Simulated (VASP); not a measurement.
# CaZn8Ag8 in VASP: single point with PBE+D3(BJ)

Aim: the single point of CaZn8Ag8 with PBE+D3(BJ).

Everything below comes from runs of VASP 6.6.1. Logs are shortened: lines on timing, memory, paths and dates and some standing lists are left out, and cuts for length are marked.

### Step 1. The cell of the first run

The cell holds a slab with vacuum, 17 atoms: a = 6.285 Å, b = 6.285 Å, c = 16.714 Å, α = 90.00°, β = 90.00°, γ = 90.00°.

### Step 2. Single point, PBE+D3(BJ)

Input file INCAR:

```
SYSTEM = CaZn8Ag8
  PREC = Accurate
  ENCUT = 520
  EDIFF = 1E-6
  ISMEAR = -1
  SIGMA = 0.15
  LREAL = Auto
  LASPH = .TRUE.
  NELM = 60
  ALGO = Normal
  ISIF = 2
  LWAVE = .FALSE.
  LCHARG = .TRUE.
  GGA = PE
  IVDW = 12
  LELF = .TRUE.
  LVHAR = .TRUE.
  NBANDS = 111
```

Input file KPOINTS:

```
regular mesh
0
G
  2 2 1
  0 0 0
```

Input file POSCAR:

```
CaZn8Ag8
1.0
    6.2846720000      0.0000000000      0.0000000000
    0.0000000000      6.2846720000      0.0000000000
    0.0000000000      0.0000000000     16.7135040000
Zn Ag Ca
8 8 1
Direct
    0.2613037861      0.2577238828      0.1496162492
    0.2143703186      0.2158082688      0.3462107270
    0.2617974959      0.7407342177      0.1493775717
    0.2156217373      0.7784737236      0.3474460031
    0.7387128362      0.2581813963      0.1493533046
    0.7863679645      0.2165429577      0.3476227219
    0.7381731985      0.7402680168      0.1491213948
    0.7845662088      0.7766832706      0.3484070362
    0.0000000000      0.0000000000      0.0598319000
   -0.0012363843     -0.0032922109      0.2318651475
    0.0000000000      0.5000000000      0.0598319000
   -0.0001797028      0.4988777249      0.2502584018
    0.5000000000      0.0000000000      0.0598319000
    0.5015687844     -0.0018814668      0.2549924143
    0.5000000000      0.5000000000      0.0598319000
    0.5003926503      0.4984806290      0.2656028372
    0.4969354750      0.4924688505      0.4476075783
```

Potentials or basis: VASP PAW PBE potentials, release 64 (Zn, Ag, Ca_sv).

Run with:

```
cat potpaw_PBE.64/Zn/POTCAR potpaw_PBE.64/Ag/POTCAR potpaw_PBE.64/Ca_sv/POTCAR > POTCAR
mpirun -np 1 vasp_std > vasp.out
```

OUTCAR:

```text
SYSTEM = CaZn8Ag8
   PREC = Accurate
   ENCUT = 520
   EDIFF = 1E-6
   ISMEAR = -1
   LREAL = Auto
   LASPH = .TRUE.
   NELM = 60
   ISIF = 2
   GGA = PE
   IVDW = 12
 IVDW          = 12

 ion  position               nearest neighbor table
   1  0.261  0.258  0.150-  15 2.61  13 2.67  11 2.70  10 2.70   9 2.75  12 2.80  14 2.84  16 2.88
                             5 3.00   3 3.04
   2  0.214  0.216  0.346-   6 2.69  10 2.72  14 2.73   4 2.75  12 2.75  16 2.86  17 3.01
   3  0.262  0.741  0.149-  15 2.60  13 2.67  10 2.69  11 2.69   9 2.76  12 2.80  14 2.83  16 2.89
                             7 2.99   1 3.04
   4  0.216  0.778  0.347-   8 2.71  10 2.73  14 2.74   2 2.75  12 2.75  16 2.86  17 3.03
   5  0.739  0.258  0.149-  15 2.61  13 2.67  11 2.69  10 2.70   9 2.75  12 2.80  14 2.83  16 2.88
                             1 3.00   7 3.03
   6  0.786  0.217  0.348-   2 2.69  10 2.73  14 2.74  12 2.76   8 2.76  16 2.87  17 3.02
   7  0.738  0.740  0.149-  15 2.60  13 2.67  10 2.68  11 2.69   9 2.76  12 2.80  14 2.82  16 2.89
                             3 2.99   5 3.03
   8  0.785  0.777  0.348-   4 2.71  10 2.74  14 2.75  12 2.75   6 2.76  16 2.86  17 3.03
   9  0.000  0.000  0.060-   5 2.75   1 2.75   7 2.76   3 2.76  10 2.88  11 3.14  13 3.14  11 3.14
                            13 3.14
  10  0.999  0.997  0.232-   7 2.68   3 2.69   5 2.70   1 2.70   2 2.72   6 2.73   4 2.73   8 2.74
                             9 2.88  12 3.14  14 3.15  12 3.17  14 3.18
  11  0.000  0.500  0.060-   7 2.69   3 2.69   5 2.69   1 2.70   9 3.14  15 3.14   9 3.14  15 3.14
                            12 3.18
  12  1.000  0.499  0.250-   2 2.75   4 2.75   8 2.75   6 2.76   5 2.80   1 2.80   7 2.80   3 2.80
                            10 3.14  16 3.15  16 3.16  10 3.17  11 3.18
  13  0.500  0.000  0.060-   5 2.67   1 2.67   7 2.67   3 2.67   9 3.14  15 3.14  15 3.14   9 3.14
                            14 3.26
  14  0.502  0.998  0.255-   2 2.73   6 2.74   4 2.74   8 2.75   7 2.82   3 2.83   5 2.83   1 2.84
                            16 3.15  10 3.15  16 3.15  10 3.18  13 3.26
  15  0.500  0.500  0.060-   7 2.60   3 2.60   5 2.61   1 2.61  11 3.14  13 3.14  13 3.14  11 3.14
                            16 3.44
  16  0.500  0.498  0.266-   8 2.86   4 2.86   2 2.86   6 2.87   5 2.88   1 2.88   7 2.89   3 2.89
                            17 3.04  14 3.15  12 3.15  14 3.15  12 3.16  15 3.44
  17  0.497  0.492  0.448-   2 3.01   6 3.02   4 3.03   8 3.03  16 3.04

  LATTYP: Found a simple tetragonal cell.
 ALAT       =     6.2846720000
 C/A-ratio  =     2.6594075236

  Lattice vectors:

 A1 = (   6.2846720000,   0.0000000000,   0.0000000000)
 A2 = (   0.0000000000,   6.2846720000,   0.0000000000)
 A3 = (   0.0000000000,   0.0000000000,  16.7135040000)

Analysis of symmetry for initial positions (statically):
=====================================================================
 Subroutine PRICEL returns:
 Original cell was already a primitive cell.

 Routine SETGRP: Setting up the symmetry group for a
 simple tetragonal supercell.

 Subroutine GETGRP returns: Found  1 space group operations
[... 142 lines left out ...]
   EFERMI_NEDOS =   21; number of points for ismear=-14 and -15
   IALGO  =     38    algorithm
   IMIX   =      4    mixing-type and parameters
     AMIX     =   0.40;   BMIX     =  1.00
     AMIX_MAG =   1.60;   BMIX_MAG =  1.00
  volume/ion in A,a.u.               =      38.83       262.05
  Fermi-wavevector in a.u.,A,eV,Ry     =   1.088423  2.056822 16.118349  1.184665
  Thomas-Fermi vector in A             =   2.224604
   LORBIT       =      0    0 simple, 1 ext, 2 COOP (PROOUT), +10 PAW based schemes
   GGA     = PE    functional components
   LHFCALC =     F    Hartree Fock is set to
   AEXX    =    0.0000 exact exchange contribution
   IVDW    =    12    specifies the selected vdW correction
   LEPSILON=     F    determine dielectric tensor
   LRPA    =     F    only Hartree local field effects (RPA)
 non-spin polarized calculation
  energy-cutoff  :      520.00
  volume of cell :      660.13
 maximum number of plane-waves:     17795
 NGX is ok and might be reduce to    48
   NGX = 23   NGY = 23   NGZ = 63

 number of electron     194.0000005 magnetization

 Free energy of the ion-electron system (eV)
  ---------------------------------------------------
  ext. energy  EPLUGINS =         0.00000000
  ---------------------------------------------------
  free energy    TOTEN  =       -29.94313488 eV

  energy without entropy =      -29.50800999  energy(sigma->0) =      -29.72557244

 E-fermi :   0.5854     XC(G=0):  -6.1959

 val. band max:        0.5815354248   @ k =   0.5000   0.0000   0.0000
 cond. band min:       1.0303006953   @ k =   0.0000   0.0000   0.0000
 fundamental gap:      0.4487652705
 Fermi energy:         0.5853694557

 k-point     1 :       0.0000    0.0000    0.0000
  band No.  band energies     occupation
      1     -41.7233      2.00000
      2     -22.7725      2.00000
      3     -22.7174      2.00000
      4     -22.7151      2.00000
      5      -7.7754      2.00000
      6      -6.9320      2.00000
[... 437 lines left out ...]
    108       3.5407      0.00000
    109       3.6424      0.00000
 [bands above 109 left out]

------------------------ aborting loop because EDIFF is reached ----------------------------------------

 Edisp (eV)   -5.66684

 E8    (eV) :    -2.5544

  FORCE on cell =-STRESS in cart. coord.  units (eV):
  Direction    XX          YY          ZZ          XY          YZ          ZX
  --------------------------------------------------------------------------------------
  -------------------------------------------------------------------------------------
  Total      -7.76514    -8.14099    -0.11781     0.00073     0.23740     0.04006
  in kB     -18.84634   -19.75854    -0.28592     0.00176     0.57618     0.09724
  external pressure =      -12.96 kB  Pullay stress =        0.00 kB

 VOLUME and BASIS-vectors are now :
 -----------------------------------------------------------------------------
  energy-cutoff  :      520.00
  volume of cell :      660.13
      direct lattice vectors                 reciprocal lattice vectors
     6.284672000  0.000000000  0.000000000     0.159117294  0.000000000  0.000000000
     0.000000000  6.284672000  0.000000000     0.000000000  0.159117294  0.000000000
     0.000000000  0.000000000 16.713504000     0.000000000  0.000000000  0.059831858

 POSITION                                       TOTAL-FORCE (eV/Angst)
 -----------------------------------------------------------------------------------
      1.64221      1.61971      2.50061        -0.002371      0.002429     -0.001616
      1.34725      1.35628      5.78639         0.007546      0.004226      0.023364
      1.64531      4.65527      2.49662        -0.002279      0.000202      0.001005
      1.35511      4.89245      5.80704         0.004377      0.002745      0.011787
      4.64257      1.62259      2.49622         0.002020      0.000839      0.000520
      4.94206      1.36090      5.80999        -0.009770      0.002912      0.012723
[... 9 lines left out ...]
      3.14480      3.13279      4.43915         0.000151     -0.000700      0.008711
      3.12308      3.09501      7.48109         0.008106      0.017678     -0.001043
 -----------------------------------------------------------------------------------
    total drift:                                0.001627     -0.000752      0.003739

  FREE ENERGIE OF THE ION-ELECTRON SYSTEM (eV)
  ---------------------------------------------------
  free  energy   TOTEN  =       -35.6099780709 eV

  energy  without entropy=      -35.1748531792  energy(sigma->0) =      -35.39241563
```

Wall time 16 min (1 thread of Oxide Virtual Turin-like, shared host); peak memory 0.7 GiB.

Results:

| Quantity | Value |
| --- | --- |
| Free energy | -35.6100 eV |
| Largest force | 0.270 eV/Å |
| Band gap on the k mesh | zero (bands 97 and 98 overlap by 1.32 eV) |
| Dispersion energy per atom | -0.333 eV |

Forces on the atoms (eV/Å):
```
Zn  -0.002  0.002 -0.002
Zn   0.008  0.004  0.023
Zn  -0.002  0.000  0.001
Zn   0.004  0.003  0.012
Zn   0.002  0.001  0.001
Zn  -0.010  0.003  0.013
Zn   0.003  0.001  0.002
Zn  -0.004  0.010  0.007
Ag   0.002 -0.004  0.083
Ag   0.002  0.009 -0.019
Ag   0.010 -0.011  0.105
Ag   0.001 -0.002  0.006
Ag  -0.002 -0.002  0.035
Ag  -0.004  0.001 -0.007
Ag  -0.015 -0.032 -0.268
Ag   0.000 -0.001  0.009
Ca   0.008  0.018 -0.001
```

Levels at points of the mesh, in eV from the Fermi level:
| k point | band 94 | band 95 | band 96 | band 97 | band 98 | band 99 | band 100 | band 101 | band 102 | band 103 |
| --- | --- | --- | --- | --- | --- | --- | --- | --- | --- | --- |
| (0.00, 0.00, 0.00) | -1.43 | -1.25 | -0.47 | -0.12 | -0.10 | 0.44 | 0.48 | 0.52 | 1.23 | 1.91 |
| (0.50, 0.00, 0.00) | -1.41 | -0.54 | -0.41 | -0.25 | 0.00 | 0.50 | 0.66 | 1.25 | 1.49 | 1.68 |
| (0.00, 0.50, 0.00) | -1.41 | -0.51 | -0.39 | -0.24 | -0.05 | 0.48 | 0.69 | 1.25 | 1.51 | 1.68 |
| (0.50, 0.50, 0.00) | -0.60 | -0.52 | -0.52 | 1.22 | 1.33 | 1.66 | 1.68 | 1.79 | 1.95 | 2.01 |

Caveat: the k points lie up to 0.50 Å⁻¹ apart, too coarse for converged energies and pressures of a metal; there is no dipole correction, which matters where the two faces differ.

The gap in the log of VASP goes by the Fermi energy; the results here count the filled bands.